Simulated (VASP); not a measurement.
# MgS (Fm-3m) in VASP: settings compared

MgS is run at these levels: r2SCAN, PBE; tasks: single point.

Program: VASP 6.6.1. These are calculated values, not measurements. Logs are shortened: lines on timing, memory, paths and dates and some standing lists are left out, and cuts for length are marked.

## 1. The cell of the first run

Symmetry: Fm-3m, No. 225, cubic system. The conventional cell has a = 5.097 Å, b = 5.097 Å, c = 5.097 Å, α = 90.00°, β = 90.00°, γ = 90.00°. Mg (site symmetry m-3m) has 6 S at 2.55 Å within 3.4 Å. S (site symmetry m-3m) has 6 Mg at 2.55 Å within 3.4 Å.

## 2. Single point, r2SCAN (16.55 Å³/atom)

POSCAR

```
MgS
1.0
    0.0000000000      2.5484108327      2.5484108327
    2.5484108327      0.0000000000      2.5484108327
    2.5484108327      2.5484108327      0.0000000000
Mg S
1 1
Direct
    0.0000000000      0.0000000000      0.0000000000
    0.5000000000      0.5000000000      0.5000000000
```

INCAR.step1

```
SYSTEM = MgS
PREC = Accurate ; ENCUT = 920
ISMEAR = 0 ; SIGMA = 0.01
LREAL = .FALSE. ; LASPH = .TRUE.
NELM = 120 ; NBANDS = 15
GGA = PE ; ALGO = Normal
EDIFF = 1E-5 ; LWAVE = .TRUE.
LCHARG = .FALSE. ; GGA_COMPAT = .FALSE.
```

INCAR.step2

```
SYSTEM = MgS
PREC = Accurate ; ENCUT = 920
EDIFF = 1E-6 ; ISMEAR = 0
SIGMA = 0.01 ; LREAL = .FALSE.
LASPH = .TRUE. ; NELM = 120
ALGO = Normal ; ISIF = 2
LWAVE = .FALSE. ; LCHARG = .FALSE.
METAGGA = R2SCAN ; LMIXTAU = .TRUE.
NBANDS = 15 ; ISTART = 1
GGA_COMPAT = .FALSE.
```

KPOINTS

```
regular mesh
0
G
  8 8 8
  0 0 0
```

Potentials or basis: VASP PAW PBE potentials, release 64 (Mg_sv, S).

Run with:

```sh
$ cat potpaw_PBE.64/Mg_sv/POTCAR potpaw_PBE.64/S/POTCAR > POTCAR
$ cp INCAR.step1 INCAR
$ mpirun -np 1 vasp_std > vasp.out
$ cp INCAR.step2 INCAR
$ mpirun -np 1 vasp_std > vasp.out
```

OUTCAR:

```text
SYSTEM = MgS
   PREC = Accurate
   ENCUT = 920
   EDIFF = 1E-6
   ISMEAR = 0
   LREAL = .FALSE.
   LASPH = .TRUE.
   NELM = 120
   ISIF = 2
   METAGGA = R2SCAN
   ISTART = 1

 ion  position               nearest neighbor table
   1  0.000  0.000  0.000-
   2  0.500  0.500  0.500-

  LATTYP: Found a face centered cubic cell.
 ALAT       =     5.0968216654

  Lattice vectors:

 A1 = (   0.0000000000,   2.5484108327,   2.5484108327)
 A2 = (   2.5484108327,   0.0000000000,   2.5484108327)
 A3 = (   2.5484108327,   2.5484108327,   0.0000000000)

Analysis of symmetry for initial positions (statically):
=====================================================================
 Subroutine PRICEL returns:
 Original cell was already a primitive cell.

 Routine SETGRP: Setting up the symmetry group for a
 face centered cubic supercell.

 Subroutine GETGRP returns: Found 48 space group operations
 (whereof 48 operations were pure point group operations)
 out of a pool of 48 trial point group operations.

The static configuration has the point symmetry O_h .

Analysis of symmetry for dynamics (positions and initial velocities):
=====================================================================
 Subroutine PRICEL returns:
 Original cell was already a primitive cell.

 Routine SETGRP: Setting up the symmetry group for a
 face centered cubic supercell.

 Subroutine GETGRP returns: Found 48 space group operations
 (whereof 48 operations were pure point group operations)
 out of a pool of 48 trial point group operations.

The dynamic configuration has the point symmetry O_h .

 Subroutine INISYM returns: Found 48 space group operations
 (whereof 48 operations are pure point group operations),
 and found     1 'primitive' translations

----------------------------------------------------------------------------------------

                                     Primitive cell

  volume of cell :      33.1008

  direct lattice vectors                    reciprocal lattice vectors
     0.000000000  2.548410833  2.548410833    -0.196200704  0.196200704  0.196200704
     2.548410833  0.000000000  2.548410833     0.196200704 -0.196200704  0.196200704
     2.548410833  2.548410833  0.000000000     0.196200704  0.196200704 -0.196200704

  length of vectors
     3.603997162  3.603997162  3.603997162     0.339829588  0.339829588  0.339829588

  position of ions in fractional coordinates (direct lattice)
     0.000000000  0.000000000  0.000000000
     0.500000000  0.500000000  0.500000000

  ion indices of the primitive-cell ions
   primitive index   ion index
                 1           1
                 2           2

----------------------------------------------------------------------------------------

 KPOINTS: regular mesh

Automatic generation of k-mesh.
 Grid dimensions read from file:
 generate k-points for:    8    8    8

 Generating k-lattice:

  Cartesian coordinates                     Fractional coordinates (reciprocal lattice)
    -0.024525088  0.024525088  0.024525088     0.125000000  0.000000000  0.000000000
     0.024525088 -0.024525088  0.024525088     0.000000000  0.125000000  0.000000000
     0.024525088  0.024525088 -0.024525088     0.000000000  0.000000000  0.125000000

  Length of vectors
     0.042478699  0.042478699  0.042478699

  Shift w.r.t. Gamma in fractional coordinates (k-lattice)
     0.000000000  0.000000000  0.000000000

 Subroutine IBZKPT returns following result:
 ===========================================

 Found     29 irreducible k-points:

 Following reciprocal coordinates:
            Coordinates               Weight
  0.000000  0.000000  0.000000      1.000000
  0.125000  0.000000  0.000000      8.000000
  0.250000  0.000000  0.000000      8.000000
  0.375000  0.000000  0.000000      8.000000
  0.500000  0.000000  0.000000      4.000000
  0.125000  0.125000  0.000000      6.000000
[... 16 lines left out ...]
  0.500000  0.250000  0.125000     48.000000
 -0.375000  0.250000  0.125000     24.000000
 [... further k-points ...]
   k-points           NKPTS =     29   k-points in BZ     NKDIM =     29   number of bands    NBANDS=     15
   number of dos      NEDOS =    301   number of ions     NIONS =      2
   total plane-waves  NPLWV =  46656
   dimension x,y,z NGX =    36 NGY =   36 NGZ =   36
   dimension x,y,z NGXF=    72 NGYF=   72 NGZF=   72
   ions per type =               1   1
   NGX,Y,Z   is equivalent  to a cutoff of  16.61, 16.61, 16.61 a.u.
   NGXF,Y,Z  is equivalent  to a cutoff of  33.21, 33.21, 33.21 a.u.
 SYSTEM =  MgS
   PREC   = accura    normal or accurate (medium, high low for compatibility)
   ISTART =      1    job   : 0-new  1-cont  2-samecut
   ICHARG =      0    charge: 1-file 2-atom 10-const
   ISPIN  =      1    spin polarized calculation?
   LNONCOLLINEAR =      F non collinear calculations
   LSORBIT =      F    spin-orbit coupling
   LASPH  =      T    aspherical Exc in radial PAW
   ENCUT  =  920.0 eV  67.62 Ry    8.22 a.u.   8.91  8.91  8.91*2*pi/ulx,y,z
   NELM   =    120;   NELMIN=  2; NELMDL=  0     # of ELM steps
   EDIFF  = 0.1E-05   stopping-criterion for ELM
   LREAL  =      F    real-space projection
   EDIFFG = 0.1E-04   stopping-criterion for IOM
   NSW    =      0    number of steps for IOM
   IBRION =     -1    ionic relax: 0-MD 1-quasi-New 2-CG
   NFREE  =      0    steps in history (QN), initial steepest desc. (CG)
   ISIF   =      2    stress and relaxation
   ISYM   =      2    0-nonsym 1-usesym 2-fastsym
   POTIM  = 0.5000    time-step for ionic-motion
   TEBEG  =    0.0;   TEEND  =   0.0 temperature during run
   PSTRESS=    0.0 pullay stress
   NELECT =      16.0000    total number of electrons
   NUPDOWN=      -1.0000    fix difference up-down
   EMIN   =  10.00;   EMAX   =-10.00  energy-range for DOS
   EFERMI =   0.00;   METHOD = LEGACY
   ISMEAR =     0;   SIGMA  =   0.01  broadening in eV -4-tet -1-fermi 0-gaus
   EFERMI_NEDOS =   21; number of points for ismear=-14 and -15
   IALGO  =     38    algorithm
   IMIX   =      4    mixing-type and parameters
     AMIX     =   0.40;   BMIX     =  1.00
     AMIX_MAG =   1.60;   BMIX_MAG =  1.00
  volume/ion in A,a.u.               =      16.55       111.69
  Fermi-wavevector in a.u.,A,eV,Ry     =   1.284800  2.427919 22.459272  1.650710
  Thomas-Fermi vector in A             =   2.416972
   LORBIT       =      0    0 simple, 1 ext, 2 COOP (PROOUT), +10 PAW based schemes
   METAGGA = R2SCAN    functional components
   LHFCALC =     F    Hartree Fock is set to
   AEXX    =    0.0000 exact exchange contribution
   IVDW    =     0    specifies the selected vdW correction
   LEPSILON=     F    determine dielectric tensor
   LRPA    =     F    only Hartree local field effects (RPA)
 non-spin polarized calculation
 Gauss-broadening in eV      SIGMA  =   0.01
  energy-cutoff  :      920.00
  volume of cell :       33.10
 maximum number of plane-waves:      2120
   NGX = 17   NGY = 17   NGZ = 17

 number of electron      15.9999995 magnetization

 Free energy of the ion-electron system (eV)
  ---------------------------------------------------
  ext. energy  EPLUGINS =         0.00000000
  ---------------------------------------------------
  free energy    TOTEN  =       -15.50975351 eV

  energy without entropy =      -15.50975351  energy(sigma->0) =      -15.50975351

 E-fermi :   4.1993     XC(G=0): -10.6222

 val. band max:        3.9204646245   @ k =   0.0000   0.0000   0.0000
 cond. band min:       7.5453151903   @ k =   0.5000   0.5000   0.0000
 fundamental gap:      3.6248505659
 Fermi energy:         4.1992824573

 k-point     1 :       0.0000    0.0000    0.0000
  band No.  band energies     occupation
      1     -73.5442      2.00000
      2     -38.6531      2.00000
      3     -38.6531      2.00000
      4     -38.6531      2.00000
      5      -9.6382      2.00000
      6       3.9205      2.00000
      7       3.9205      2.00000
      8       3.9205      2.00000
      9       9.1182      0.00000
     10      12.3982      0.00000
     11      12.3982      0.00000
     12      12.3982      0.00000
     13      14.9356      0.00000
     14      14.9356      0.00000
     15      17.6179      0.00000

 k-point     2 :       0.1250    0.0000    0.0000
  band No.  band energies     occupation
      1     -73.5442      2.00000
      2     -38.6544      2.00000
      3     -38.6533      2.00000
      4     -38.6533      2.00000
      5      -9.4665      2.00000
      6       2.8630      2.00000
      7       3.7998      2.00000
      8       3.7998      2.00000
      9       9.8277      0.00000
     10      12.2045      0.00000
     11      12.6928      0.00000
     12      12.6928      0.00000
     13      14.4010      0.00000
     14      14.4010      0.00000
     15      18.2473      0.00000

 k-point     3 :       0.2500    0.0000    0.0000
  band No.  band energies     occupation
      1     -73.5440      2.00000
      2     -38.6576      2.00000
      3     -38.6537      2.00000
      4     -38.6537      2.00000
      5      -8.9997      2.00000
      6       0.9623      2.00000
      7       3.5375      2.00000
      8       3.5375      2.00000
      9       9.8578      0.00000
     10      12.4259      0.00000
     11      12.4259      0.00000
     12      13.4842      0.00000
     13      15.0139      0.00000
     14      15.0139      0.00000
     15      17.4257      0.00000

 k-point     4 :       0.3750    0.0000    0.0000
  band No.  band energies     occupation
      1     -73.5439      2.00000
      2     -38.6608      2.00000
      3     -38.6541      2.00000
      4     -38.6541      2.00000
      5      -8.4237      2.00000
      6      -0.6436      2.00000
      7       3.3072      2.00000
      8       3.3072      2.00000
      9       9.4093      0.00000
     10      11.7705      0.00000
     11      11.7705      0.00000
     12      15.5167      0.00000
     13      16.9138      0.00000
     14      17.1255      0.00000
     15      17.1255      0.00000
[... 307 lines left out ...]
 k-point    22 :       0.3750    0.2500    0.1250
  band No.  band energies     occupation
      1     -73.5439      2.00000
      2     -38.6583      2.00000
      3     -38.6553      2.00000
      4     -38.6542      2.00000
      5      -8.6335      2.00000
      6       0.6733      2.00000
      7       2.3014      2.00000
      8       3.1464      2.00000
      9      10.7509      0.00000
     10      10.9509      0.00000
     11      11.9952      0.00000
     12      14.2080      0.00000
     13      14.9001      0.00000
     14      18.0244      0.00000
     15      20.5804      0.00000

 k-point    23 :       0.5000    0.2500    0.1250
  band No.  band energies     occupation
      1     -73.5438      2.00000
      2     -38.6600      2.00000
      3     -38.6562      2.00000
      4     -38.6547      2.00000
      5      -8.1448      2.00000
      6      -0.2850      2.00000
      7       1.7159      2.00000
      8       2.8013      2.00000
      9      10.3950      0.00000
     10      11.1129      0.00000
     11      12.5795      0.00000
     12      14.0099      0.00000
     13      16.7598      0.00000
     14      19.7127      0.00000
     15      20.4707      0.00000

 k-point    24 :      -0.3750    0.2500    0.1250
  band No.  band energies     occupation
      1     -73.5437      2.00000
      2     -38.6608      2.00000
      3     -38.6565      2.00000
      4     -38.6550      2.00000
      5      -7.9083      2.00000
      6      -0.7389      2.00000
      7       1.5618      2.00000
      8       2.6273      2.00000
      9      10.3232      0.00000
     10      10.8327      0.00000
     11      13.2467      0.00000
     12      14.4576      0.00000
     13      17.3356      0.00000
     14      18.9906      0.00000
     15      20.8156      0.00000

 [... further k-points ...]
[... 5 lines left out ...]
  --------------------------------------------------------------------------------------
  -------------------------------------------------------------------------------------
  Total        1.1719312      1.1719312      1.1719312      0.0000000     -0.0000000      0.0000000
  in kB       56.7249809     56.7249809     56.7249809      0.0000000     -0.0000000      0.0000000
  external PRESSURE =      56.7249809 kB  Pullay stress =       0.0000000 kB

 VOLUME and BASIS-vectors are now :
 -----------------------------------------------------------------------------
  energy-cutoff  :      920.00
  volume of cell :       33.10
      direct lattice vectors                 reciprocal lattice vectors
     0.000000000  2.548410833  2.548410833    -0.196200704  0.196200704  0.196200704
     2.548410833  0.000000000  2.548410833     0.196200704 -0.196200704  0.196200704
     2.548410833  2.548410833  0.000000000     0.196200704  0.196200704 -0.196200704

 POSITION                                       TOTAL-FORCE (eV/Angst)
 -----------------------------------------------------------------------------------
      0.00000      0.00000      0.00000         0.000000     -0.000000     -0.000000
      2.54841      2.54841      2.54841        -0.000000      0.000000      0.000000
 -----------------------------------------------------------------------------------
    total drift:                                0.000000      0.000000      0.000000

  FREE ENERGIE OF THE ION-ELECTRON SYSTEM (eV)
  ---------------------------------------------------
  free  energy   TOTEN  =       -15.5097535078 eV

  energy  without entropy=      -15.5097535078  energy(sigma->0) =      -15.50975351
```

Run time: 89 s. Hardware: 1 thread of Intel Xeon Platinum 8375C at 2.90GHz (Ice Lake), shared host; peak memory 0.22 GiB.

Results:

```
Free energy            : -15.5098 eV
Pressure               : 5.7 GPa
Band gap on the k mesh : 3.62 eV (least direct gap 5.20 eV)
```

Levels at points of the mesh, in eV from the valence-band top:
```
           k point  band 5  band 6  band 7  band 8  band 9  band 10  band 11  band 12
(0.00, 0.00, 0.00)  -13.56    0.00    0.00    0.00    5.20     8.48     8.48     8.48
(0.50, 0.00, 0.00)  -12.05   -5.22   -0.70   -0.70    5.31     7.60     7.60    12.05
(0.50, 0.50, 0.00)  -11.63   -4.61   -1.87   -1.87    3.62     4.72    13.68    13.82
```

Caveat: the cell stands under pressure; the PAW data sets were made with another functional, which shifts forces and pressure a little.

## 3. Single point, PBE (18.95 Å³/atom)

This run uses another cell than the first one, of 18.95 Å³/atom.

INCAR

```
PREC = Accurate ; ENCUT = 840
EDIFF = 1E-6 ; ISMEAR = 0
SIGMA = 0.01 ; LREAL = False
LASPH = True ; NELM = 120
ALGO = Normal ; ISIF = 2
LWAVE = False ; LCHARG = False
GGA = PE ; NBANDS = 15
GGA_COMPAT = False
```

KPOINTS

```
regular mesh
0
Gamma
  8 8 8
```

POSCAR

```
MgS
1.0
    0.0000000000      2.6660973292      2.6660973292
    2.6660973292      0.0000000000      2.6660973292
    2.6660973292      2.6660973292      0.0000000000
Mg S
1 1
Direct
    0.0000000000      0.0000000000      0.0000000000
    0.5000000000      0.5000000000      0.5000000000
```

Potentials or basis: VASP PAW PBE potentials, release 64 (Mg_sv, S).

Run with:

```sh
$ cat potpaw_PBE.64/Mg_sv/POTCAR potpaw_PBE.64/S/POTCAR > POTCAR
$ mpirun -np 1 vasp_std > vasp.out
```

Run time: 28 s. Hardware: 1 thread of Intel Xeon Platinum 8259CL at 2.50GHz (Skylake/Cascade Lake), shared host; peak memory 0.21 GiB.

Results (log left out):

```
Free energy            : -8.4789 eV
Pressure               : -4.0 GPa
Band gap on the k mesh : 2.63 eV (least direct gap 3.17 eV)
```

Levels at points of the mesh, in eV from the valence-band top:
| k point | band 5 | band 6 | band 7 | band 8 | band 9 | band 10 | band 11 | band 12 |
| --- | --- | --- | --- | --- | --- | --- | --- | --- |
| (0.00, 0.00, 0.00) | -12.27 | 0.00 | 0.00 | 0.00 | 3.17 | 7.99 | 7.99 | 7.99 |
| (0.50, 0.00, 0.00) | -11.14 | -4.45 | -0.51 | -0.51 | 4.44 | 6.82 | 6.82 | 9.35 |
| (0.50, 0.50, 0.00) | -10.83 | -3.82 | -1.52 | -1.52 | 2.63 | 4.60 | 11.30 | 12.60 |

Caveat: the cell stands under tension. A k mesh can miss the band edges.
